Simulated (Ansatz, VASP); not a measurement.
# ZrTi3C4: VASP beside Ansatz

```xyz
8
Lattice="4.4441 0.0000 0.0000 0.0000 4.4441 0.0000 0.0000 0.0000 4.4441" Properties=species:S:1:pos:R:3 pbc="T T T"
Zr    2.2220    2.2220    2.2220
Ti    0.0000    0.0000    2.2220
Ti    2.2220    0.0000    0.0000
Ti    0.0000    2.2220    0.0000
C     2.2220    2.2220    0.0000
C     0.0000    2.2220    2.2220
C     2.2220    0.0000    2.2220
C     0.0000    0.0000    0.0000
```

Alike in both runs: functional PBE; k mesh 8 × 8 × 8; occupations gaussian, width 0.1 eV; no spin polarisation.

Ansatz relaxed the structure, and its values are those at the end. VASP's run is a single point on that final structure, the one shown.

```csv
,VASP,Ansatz
version,VASP 6.6.1,Ansatz 0.2.0
potentials or method,"VASP PAW PBE potentials, release 64 (Zr_sv, Ti_sv, C), cutoff 520 eV","scalar-relativistic, plane waves, PAW"
valence electrons in the cell,64,64
```

```csv
,VASP,Ansatz,Ansatz less VASP
gap on the k mesh at the Fermi level (eV),none,none,-
pressure (GPa),0.3,0.0,-0.25
```

A gap of «none» marks a metal or a gap that the smearing closes.
